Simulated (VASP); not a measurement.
Crystal: Hf2SiO4.

```
Hf Si O
1.0
     3.24015    0.00000    0.00000
    -1.62007    2.80605    0.00000
     0.00000    0.00000   17.06226
Hf Si O
2 1 4
Direct
  0.00000 0.00000 0.67066
  0.00000 0.00000 0.32934
  0.00000 0.00000 0.00000
  0.33333 0.66667 0.61208
  0.66667 0.33333 0.38792
  0.66667 0.33333 0.72924
  0.33333 0.66667 0.27076
```

* Program: VASP 6.6.1
* Task: relaxation of shape and atoms at fixed volume
* Functional: PBE
* Potentials or basis: VASP PAW PBE potentials, release 64 (Hf_pv, Si, O)
* Cutoff: 600 eV
* k mesh: 12 × 12 × 2
* Occupations: gaussian, width 0.1 eV
* Spin: no spin polarisation

At the start: pressure -4.5 GPa; volume 22.16 Å³/atom.

**Question.** Where does the relaxation end?

**Answer.** Over 5 steps the energy falls by 12.5 meV/atom; space group P-3m1 (No. 164, to 0.1 Å) before and after.

The path:
| step | energy change (eV) | largest force (eV/Å) | pressure (GPa) | volume (Å³) |
| --- | --- | --- | --- | --- |
| 1 | 0.0000 | 0.6099 | -4.47 | 155.13 |
| 2 | -0.0710 | 0.1605 | -1.99 | 155.13 |
| 3 | -0.0819 | 0.1040 | -0.56 | 155.13 |
| 4 | -0.0873 | 0.0169 | -0.30 | 155.13 |
| 5 | -0.0875 | 0.0082 | -0.24 | 155.13 |

Final structure:
```cif
data_structure
_symmetry_space_group_name_H-M 'P 1'
_symmetry_Int_Tables_number 1
_cell_length_a 3.1976
_cell_length_b 3.1976
_cell_length_c 17.5196
_cell_angle_alpha 90.000
_cell_angle_beta 90.000
_cell_angle_gamma 120.000
_cell_volume 155.13
loop_
_atom_site_label
_atom_site_type_symbol
_atom_site_fract_x
_atom_site_fract_y
_atom_site_fract_z
_atom_site_occupancy
Hf1 Hf 0.00000 0.00000 0.67066 1
Hf2 Hf 0.00000 0.00000 0.32934 1
Si1 Si 0.00000 0.00000 0.00000 1
O1 O 0.33333 0.66667 0.61449 1
O2 O 0.66667 0.33333 0.38551 1
O3 O 0.66667 0.33333 0.72682 1
O4 O 0.33333 0.66667 0.27318 1
```
